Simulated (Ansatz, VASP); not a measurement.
# Zr3Bi2F3: VASP beside Ansatz

```xyz
8
Lattice="3.7229 2.1494 3.2183 -3.7229 2.1494 3.2183 0.0000 -4.2988 3.2183" Properties=species:S:1:pos:R:3 pbc="T T T"
Zr   -2.7658    0.0000    4.8274
Zr    1.3829    2.3952    4.8274
Zr    1.3829   -2.3952    4.8274
Bi    0.0000    0.0000    6.3516
Bi    0.0000    0.0000    3.3033
F    -2.2549    2.1494    3.2183
F     2.9889    0.8781    3.2183
F    -0.7340   -3.0275    3.2183
```

Change from the starting cell: species swapped into the Nb3Al2Mo3 type (R32, No. 155).

Alike in both runs: functional PBE; k mesh 6 × 6 × 6; occupations gaussian, width 0.1 eV; no spin polarisation.

Ansatz relaxed the structure, and its values are those at the end. VASP's run is a single point on that final structure, the one shown.

|  | VASP | Ansatz |
| --- | --- | --- |
| version | VASP 6.6.1 | Ansatz 0.2.0 |
| potentials or method | VASP PAW PBE potentials, release 64 (Zr_sv, Bi_d, F), cutoff 520 eV | scalar-relativistic, plane waves, PAW |
| valence electrons in the cell | 87 | 87 |

```tsv
	VASP	Ansatz	Ansatz less VASP
gap on the k mesh at the Fermi level (eV)	none	none	-
pressure (GPa)	-0.1	0.0	+0.09
```

A gap of «none» marks a metal or a gap that the smearing closes.

Spin-orbit coupling is off throughout.
